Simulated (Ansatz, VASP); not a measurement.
Ga5N in VASP and in Ansatz

```
Ga N
1.0
     6.47385    0.00000    0.00000
    -3.23693    5.60652    0.00000
     0.00000    0.00000    2.83275
Ga N
5 1
Direct
  0.74135 0.74135 0.00000
  0.33333 0.66667 0.50000
  0.00000 0.25865 0.00000
  0.25865 0.00000 0.00000
  0.66667 0.33333 0.50000
  0.00000 0.00000 0.50000
```

Change from the starting cell: species swapped into the MgPd5 type (P-62m, No. 189).

Alike in both runs: task relaxation of cell and atoms; functional PBE; k mesh 6 × 6 × 14; occupations gaussian, width 0.1 eV; no spin polarisation.

|  | VASP | Ansatz |
| --- | --- | --- |
| version | VASP 6.6.1 | Ansatz 0.2.0 |
| potentials or method | VASP PAW PBE potentials, release 64 (Ga_d, N), cutoff 600 eV | scalar-relativistic, plane waves, PAW |
| valence electrons in the cell | 70 | 70 |

Ansatz gave:

```
gap on the k mesh at the Fermi level, each at its own relaxed structure (eV) : none
relaxed volume (Å³/atom)                                                     : 17.22
relaxed cell length with the largest relative difference (Å)                 : 2.822
```

What did VASP give for the same quantities?

gap on the k mesh at the Fermi level, each at its own relaxed structure (eV): none; relaxed volume (Å³/atom): 17.25; relaxed cell length with the largest relative difference (Å): 2.825.

A gap of «none» marks a metal or a gap that the smearing closes.
